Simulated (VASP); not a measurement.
Write the native input for VASP 6.6.1 that does the following.

| Quantity | Value |
| --- | --- |
| Task | single point |
| Functional | PBE |
| Dispersion | D3(BJ) |
| Potentials or basis | VASP PAW PBE potentials, release 64 (Ti_sv, O) |
| Cutoff | 520 eV |
| k mesh | 8 × 8 × 8 |
| Occupations | gaussian, width 0.05 eV |
| Spin | no spin polarisation |
| Dipole correction | no |
| Further INCAR settings | ALGO = Normal; EDIFF = 1e-06; NBANDS = 33 |

The structure of TiO2 lies in POSCAR:

```
TiO2
1.0
   -1.8731790000      1.8731790000      4.7573000000
    1.8731790000     -1.8731790000      4.7573000000
    1.9110210000      1.9110210000     -4.7573000000
Ti O
2 4
Direct
    0.0000000000      0.0000000000      0.0000000000
    0.7500000000      0.2500000000      0.5000000000
    0.2081000000      0.2081000000      0.0000000000
    0.9581000000      0.4581000000      0.5000000000
    0.5419000000      0.0419000000      0.5000000000
    0.7919000000      0.7919000000      0.0000000000
```

The input as run:

INCAR

```
ALGO = Normal
EDIFF = 1E-6
ENCUT = 520
GGA = PE
ISIF = 2
ISMEAR = 0
IVDW = 12
LASPH = T
LCHARG = F
LREAL = F
LWAVE = F
NBANDS = 33
NELM = 60
PREC = Accurate
SIGMA = 0.05
```

KPOINTS

```
k-points
0
Gamma
  8 8 8
```

Potentials or basis: VASP PAW PBE potentials, release 64 (Ti_sv, O).

The run is started by

```console
$ cat potpaw_PBE.64/Ti_sv/POTCAR potpaw_PBE.64/O/POTCAR > POTCAR
$ mpirun -np 1 vasp_std > vasp.out
```

Results of the run:

```
Pressure                   : 2.4 GPa
Largest force              : 0.128 eV/Å
Band gap on the k mesh     : 2.12 eV (least direct gap 2.41 eV)
Dispersion energy per atom : -0.226 eV
```

Caveat: three body term missing.

It took 4.7 min on 1 thread of Intel(R) Xeon(R) Platinum 8375C CPU @ 2.90GHz (Ice Lake) (shared host), peak memory 0.35 GiB.
